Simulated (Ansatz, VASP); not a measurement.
**HgTe in VASP and in Ansatz**

Contents of POSCAR:

```
HgTe
1.0
    3.7903382814      0.0000000000      0.0000000000
    0.0000000000      3.7903382814      0.0000000000
    0.0000000000      0.0000000000      3.7903382814
Hg Te
1 1
Direct
    0.0000000000      0.0000000000      0.0000000000
    0.5000000000      0.5000000000      0.5000000000
```

INCAR.step1

```
SYSTEM = HgTe
ALGO = Normal
EDIFF = 1E-4
ENCUT = 520
GGA = PE
ISMEAR = -1
ISPIN = 2
LASPH = .TRUE.
LCHARG = .FALSE.
LREAL = .FALSE.
LWAVE = .TRUE.
MAGMOM = 0 0
NBANDS = 20
NELM = 150
PREC = Accurate
SIGMA = 0.02
```

INCAR.step2

```
SYSTEM = HgTe
ALGO = Normal
EDIFF = 1E-7
ENCUT = 520
ISIF = 2
ISMEAR = -1
ISPIN = 2
ISTART = 1
LASPH = .TRUE.
LCHARG = .TRUE.
LELF = .TRUE.
LMIXTAU = .TRUE.
LORBIT = 11
LREAL = .FALSE.
LVHAR = .TRUE.
LWAVE = .FALSE.
MAGMOM = 0 0
METAGGA = R2SCAN
NBANDS = 20
NELM = 150
PREC = Accurate
SIGMA = 0.02
```

Contents of KPOINTS:

```
k-points
0
G
  4 4 4
  0 0 0
```

Input for Ansatz:

```yaml
crystal:
  lattice:
    - [3.7903382814, 0.0, 0.0]
    - [0.0, 3.7903382814, 0.0]
    - [0.0, 0.0, 3.7903382814]
  atoms:
    - { symbol: Hg, position: [0.0, 0.0, 0.0] }
    - { symbol: Te, position: [0.5, 0.5, 0.5] }
kpoints:
  mp_grid: { grid: [4, 4, 4] }
hamiltonian:
  xc: r2scan
scf:
  occupations: { method: fermi_dirac, width: 0.02 }
  n_extra_bands: 4
  max_iter: 62
output:
  forces: true
  stress: true
  eigenvalues: true
magnetization:
  spin_polarized: true
  initial_magnetization: 2.0
```

Alike in both runs: task single point; functional r2SCAN; k mesh 4 × 4 × 4; occupations fermi-dirac, width 0.02 eV; collinear spin.

```csv
,VASP,Ansatz
version,VASP 6.6.1,Ansatz 0.2.0
potentials or method,"VASP PAW PBE potentials, release 64 (Hg, Te)",plane waves
plane-wave cutoff (eV),520,500
valence electrons in the cell,18,36
```

```tsv
	VASP	Ansatz	Ansatz less VASP
gap on the k mesh at the Fermi level (eV)	none	none	-
pressure (GPa)	0.2	0.1	-0.11
net moment per atom (μB)	0.00	0.00	0.000
```

VASP's potentials were made for PBE, not for r2SCAN. A gap of «none» marks a metal or a gap that the smearing closes. The functional is the same, so the differences come from potentials, cutoffs and numerics. VASP's potentials hold 18 valence electrons a cell and Ansatz's 36, so a difference there can come from the potentials and not from the codes. Ansatz's warnings: moment headroom below auto, seeded moment not kept, stability check not made.

The k mesh is coarse, so the values compare programs but aren't converged. Spin-orbit coupling is off throughout.
